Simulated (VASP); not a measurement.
Input of a VASP 6.6.1 run:

The input INCAR:

```
SYSTEM = Se
PREC     = Accurate       ! precision mode
ENCUT    = 520            ! plane-wave cutoff, eV
EDIFF    = 1E-6           ! SCF threshold, eV
ISMEAR   = -1             ! smearing method
SIGMA    = 0.1            ! smearing width, eV
LREAL    = .FALSE.        ! projectors in reciprocal space
LASPH    = .TRUE.         ! aspherical terms in the spheres
NELM     = 80             ! most SCF steps
ALGO     = Normal         ! electronic algorithm
ISIF     = 2              ! what is computed and relaxed
LWAVE    = .FALSE.        ! write WAVECAR
LCHARG   = .FALSE.        ! write CHGCAR
GGA      = RP             ! functional
NBANDS   = 9              ! bands
```

Contents of KPOINTS:

```
regular mesh
0
G
  14 14 14
  0 0 0
```

File POSCAR:

```
Se
1.0
    0.0000000000      2.0990887974      2.0990887974
    2.0990887974      0.0000000000      2.0990887974
    2.0990887974      2.0990887974      0.0000000000
Se
1
Direct
    0.0000000000      0.0000000000      0.0000000000
```

Potentials or basis: VASP PAW PBE potentials, release 64 (Se).

The run is started by

```sh
$ cat potpaw_PBE.64/Se/POTCAR > POTCAR
$ mpirun -np 1 vasp_std > vasp.out
```

Estimate the band gap on the k mesh.

zero (bands 3 and 4 overlap by 6.12 eV).

Estimate the pressure.

10.3 GPa.

Caveat: the cell stands under pressure; the PAW data sets were made with another functional, which shifts forces and pressure a little.
